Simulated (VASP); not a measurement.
A run of VASP 6.6.1 is set up as follows.

File INCAR:

```
SYSTEM = C
PREC = Accurate ; ENCUT = 520
EDIFF = 1E-6 ; ISMEAR = -1
SIGMA = 0.1 ; LREAL = .FALSE.
LASPH = .TRUE. ; NELM = 80
ALGO = Normal ; ISIF = 2
LWAVE = .FALSE. ; LCHARG = .TRUE.
GGA = PS ; LELF = .TRUE.
LVHAR = .TRUE. ; NBANDS = 11
```

Contents of KPOINTS:

```
regular mesh
0
G
  14 14 8
  0 0 0
```

POSCAR

```
C
1.0
    2.1273200000     -1.2282820000      0.0000000000
    2.1273200000      1.2282820000      0.0000000000
   -1.3790700000      0.0000000000      3.5028300000
C
2
Direct
    0.8333560000      0.8333560000      0.0000930000
    0.1666440000      0.1666440000      0.9999070000
```

Potentials or basis: VASP PAW PBE potentials, release 64 (C).

Run with:

```bash
$ cat potpaw_PBE.64/C/POTCAR > POTCAR
$ mpirun -np 1 vasp_std > vasp.out
```

**Question.** Predict the largest force.

**Answer.** 0.005 eV/Å.

**Question.** What does it give for the pressure?

**Answer.** 1.5 GPa.

Stress tensor (GPa, compression positive):
```
 2.14  0.00 -0.03
 0.00  2.11  0.00
-0.03  0.00  0.35
```

Caveat: this functional lacks dispersion, which binds the layers, so the pressure and a relaxed spacing across them are unreliable; the PAW data sets were made with another functional, which shifts forces and pressure a little.
